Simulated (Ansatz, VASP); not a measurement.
## NaPd in VASP and in Ansatz

```
Na Pd
1.0
     2.08495   -5.09443    0.00000
     2.08495    5.09443    0.00000
     0.00000    0.00000    4.38990
Na Pd
2 2
Direct
  0.86190 0.13810 0.75000
  0.13810 0.86190 0.25000
  0.56760 0.43240 0.75000
  0.43240 0.56760 0.25000
```

Alike in both runs: functional PBE; k mesh 6 × 6 × 6; occupations gaussian, width 0.1 eV; no spin polarisation.

Ansatz relaxed the structure, and its values are those at the end. VASP's run is a single point on that final structure, the one shown.

|  | VASP | Ansatz |
| --- | --- | --- |
| version | VASP 6.6.1 | Ansatz 0.2.0 |
| potentials or method | VASP PAW PBE potentials, release 64 (Na_pv, Pd), cutoff 520 eV | scalar-relativistic, plane waves, PAW |
| valence electrons in the cell | 34 | 54 |

|  | VASP | Ansatz | Ansatz less VASP |
| --- | --- | --- | --- |
| gap on the k mesh at the Fermi level (eV) | none | none | - |
| pressure (GPa) | -0.1 | -0.1 | +0.03 |
| rms of the force components (eV/Å) | 0.020 | 0.012 | -0.0076 |

A gap of «none» marks a metal or a gap that the smearing closes. The functional is the same, so the differences come from potentials, cutoffs and numerics. VASP's potentials hold 34 valence electrons a cell and Ansatz's 54, so a difference there can come from the potentials and not from the codes.
